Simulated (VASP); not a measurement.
# Sn (R-3m) in VASP: further runs, part 2 of 2

VASP 6.6.1. The steps go on from the part before.

### Step 3. Relaxation of cell and atoms, PBE

This run uses another cell than the first one: it holds 12 atoms, not 2.

INCAR

```
PREC = Accurate
ENCUT = 600
EDIFF = 1E-6
ISMEAR = 0
SIGMA = 0.1
LREAL = False
LASPH = True
NELM = 100
ALGO = Normal
ISIF = 3
LWAVE = False
LCHARG = False
GGA = PE
IBRION = 2
NSW = 90
EDIFFG = -0.04
```

KPOINTS

```
Automatic mesh
0
Gamma
  3 3 3
```

POSCAR

```
Sn
1.0
    4.2476406151      2.4523764526      7.2439354881
   -4.2476406151      2.4523764526      7.2439354881
    0.0000000000     -4.9047529050      7.2439354881
Sn
12
Direct
    0.0101900000      0.6536100000      0.0101900000
    0.0101900000      0.0101900000      0.6536100000
    0.6536100000      0.0101900000      0.0101900000
    0.9898100000      0.3463900000      0.9898100000
    0.3463900000      0.9898100000      0.9898100000
    0.9898100000      0.9898100000      0.3463900000
    0.2211800000      0.6306000000      0.2211800000
    0.2211800000      0.2211800000      0.6306000000
    0.6306000000      0.2211800000      0.2211800000
    0.7788200000      0.3694000000      0.7788200000
    0.3694000000      0.7788200000      0.7788200000
    0.7788200000      0.7788200000      0.3694000000
```

Potentials or basis: VASP PAW PBE potentials, release 64 (Sn_d).

Run with:

```console
$ cat potpaw_PBE.64/Sn_d/POTCAR > POTCAR
$ mpirun -np 1 vasp_std > vasp.out
```

OUTCAR:

```text
PREC = Accurate
   ENCUT = 600
   EDIFF = 1E-6
   ISMEAR = 0
   LREAL = False
   LASPH = True
   NELM = 100
   ISIF = 3
   GGA = PE
   IBRION = 2
   NSW = 90
   EDIFFG = -0.04

 ion  position               nearest neighbor table
   1  0.010  0.654  0.010-   4 2.89   2 3.03   3 3.03   7 3.11  12 3.12  11 3.12
   2  0.010  0.010  0.654-   6 2.89   3 3.03   1 3.03   8 3.11  10 3.12  11 3.12
   3  0.654  0.010  0.010-   5 2.89   2 3.03   1 3.03   9 3.11  12 3.12  10 3.12
   4  0.990  0.346  0.990-   1 2.89   6 3.03   5 3.03  10 3.11   8 3.12   9 3.12
   5  0.346  0.990  0.990-   3 2.89   6 3.03   4 3.03  11 3.11   8 3.12   7 3.12
   6  0.990  0.990  0.346-   2 2.89   4 3.03   5 3.03  12 3.11   9 3.12   7 3.12
   7  0.221  0.631  0.221-  11 3.08  12 3.08   1 3.11   6 3.12   5 3.12   8 3.48   9 3.48
   8  0.221  0.221  0.631-  10 3.08  11 3.08   2 3.11   4 3.12   5 3.12   7 3.48   9 3.48
   9  0.631  0.221  0.221-  10 3.08  12 3.08   3 3.11   6 3.12   4 3.12   8 3.48   7 3.48
  10  0.779  0.369  0.779-   9 3.08   8 3.08   4 3.11   2 3.12   3 3.12  12 3.48  11 3.48
[... 433 lines left out ...]

 val. band max:        4.5471553044   @ k =   0.3333   0.3333   0.3333
 cond. band min:       4.7019531697   @ k =   0.0000   0.0000   0.0000
 fundamental gap:      0.1547978653
 Fermi energy:         4.6003042921

 k-point     1 :       0.0000    0.0000    0.0000
  band No.  band energies     occupation
      1     -17.0512      2.00000
      2     -17.0449      2.00000
      3     -17.0407      2.00000
      4     -17.0407      2.00000
      5     -17.0330      2.00000
      6     -17.0242      2.00000
[... 583 lines left out ...]
     95       7.4309      0.00000
     96       7.4581      0.00000
 [bands above 96 left out]

------------------------ aborting loop because EDIFF is reached ----------------------------------------

  FORCE on cell =-STRESS in cart. coord.  units (eV):
  Direction    XX          YY          ZZ          XY          YZ          ZX
  --------------------------------------------------------------------------------------
  -------------------------------------------------------------------------------------
  Total       -0.1174406     -0.1174406     -0.0639648      0.0000000     -0.0000000     -0.0000000
  in kB       -0.4048648     -0.4048648     -0.2205125      0.0000000     -0.0000000     -0.0000000
  external PRESSURE =      -0.3434140 kB  Pullay stress =       0.0000000 kB
[... 27 lines left out ...]
  FREE ENERGIE OF THE ION-ELECTRON SYSTEM (eV)
  ---------------------------------------------------
  free  energy   TOTEN  =       -43.9300122470 eV

  energy  without entropy=      -43.9194408319  energy(sigma->0) =      -43.92472654

 reached required accuracy - stopping structural energy minimisation
```

Run time: 60 min. Hardware: 1 thread of Intel Xeon 6975P-C (Granite Rapids), shared host; peak memory 0.86 GiB.

Results:

| Item | Value |
| --- | --- |
| Free energy | -43.9300 eV |
| Relaxed volume | 38.73 Å³/atom |
| Relaxed cell | a = 9.083 Å, b = 9.083 Å, c = 9.083 Å, α = 54.73°, β = 54.73°, γ = 54.73° |
| Space group after relaxing (to 0.05 Å) | R-3m (No. 166) |
| Energy gained by relaxing | 60.0 meV/atom |
| Ionic steps | 14 |
| Pressure after relaxing | 0.0 GPa |
| Largest force after relaxing | 0.028 eV/Å |
| Band gap on the k mesh | zero (band 84 reaches 4.90 eV, above the bottom of band 85 at 4.48 eV) |

Forces on the atoms (eV/Å):
```
Sn  -0.008  0.004  0.001
Sn   0.000 -0.009  0.001
Sn   0.008  0.004  0.001
Sn   0.008 -0.004 -0.001
Sn  -0.008 -0.004 -0.001
Sn   0.000  0.009 -0.001
Sn  -0.014  0.008  0.023
Sn   0.000 -0.016  0.023
Sn   0.014  0.008  0.023
Sn   0.014 -0.008 -0.023
Sn  -0.014 -0.008 -0.023
Sn   0.000  0.016 -0.023
```

The path:
| step | energy change (eV) | largest force (eV/Å) | pressure (GPa) | volume (Å³) |
| --- | --- | --- | --- | --- |
| 1 | 0.0000 | 0.7762 | 2.54 | 452.75 |
| 2 | -0.3980 | 0.3605 | -0.57 | 492.96 |
| 3 | -0.3998 | 0.3501 | -0.40 | 490.18 |
| 4 | -0.4770 | 0.2829 | -0.32 | 487.02 |
| 5 | -0.5627 | 0.4516 | 0.05 | 479.41 |
| 6 | -0.6278 | 0.3297 | -0.09 | 477.88 |
| 7 | -0.6943 | 0.1167 | -0.40 | 473.27 |
| 8 | -0.6962 | 0.0880 | -0.36 | 473.93 |
| 9 | -0.7116 | 0.0901 | 0.16 | 464.33 |
| 10 | -0.7119 | 0.0890 | 0.13 | 465.27 |
| 11 | -0.7161 | 0.0530 | -0.01 | 465.88 |
| 12 | -0.7162 | 0.0533 | -0.02 | 465.96 |
| 13 | -0.7182 | 0.0416 | -0.03 | 465.53 |
| 14 | -0.7205 | 0.0280 | -0.03 | 464.75 |

Final structure:
```xyz
12
Lattice="4.1747 2.4103 7.6979 -4.1747 2.4103 7.6979 0.0000 -4.8206 7.6979" Properties=species:S:1:pos:R:3 pbc="T T T"
Sn   -2.5904    1.4956    5.2986
Sn    0.0000   -2.9911    5.2986
Sn    2.5904    1.4956    5.2986
Sn    2.5904   -1.4956   17.7951
Sn   -2.5904   -1.4956   17.7951
Sn    0.0000    2.9911   17.7951
Sn   -1.5932    0.9198    8.3271
Sn    0.0000   -1.8396    8.3271
Sn    1.5932    0.9198    8.3271
Sn    1.5932   -0.9198   14.7666
Sn   -1.5932   -0.9198   14.7666
Sn    0.0000    1.8396   14.7666
```

Caveat: spin-orbit coupling is left out, which moves the levels of the heavy elements.
